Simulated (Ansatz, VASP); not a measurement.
## One calculation of SnSe, two programs

```
Se Sn
1.0
     3.51779    0.00000    0.00000
     0.00000    3.51779    0.00000
     0.00000    0.00000    3.51779
Se Sn
1 1
Direct
  0.00000 0.00000 0.00000
  0.50000 0.50000 0.50000
```

Alike in both runs: task single point; functional PBE; dispersion D3(BJ); k mesh 10 × 10 × 10; occupations gaussian, width 0.05 eV; no spin polarisation.

|  | VASP | Ansatz |
| --- | --- | --- |
| version | VASP 6.6.1 | Ansatz 0.2.0 |
| potentials or method | VASP PAW PBE potentials, release 64 (Se, Sn_d), cutoff 520 eV | scalar-relativistic, plane waves, PAW |
| valence electrons in the cell | 20 | 30 |

```csv
,VASP,Ansatz,Ansatz less VASP
gap on the k mesh at the Fermi level (eV),none,none,-
pressure (GPa),5.6,5.6,-0.02
```

A gap of «none» marks a metal or a gap that the smearing closes. VASP's potentials hold 20 valence electrons a cell and Ansatz's 30, so a difference there can come from the potentials and not from the codes.
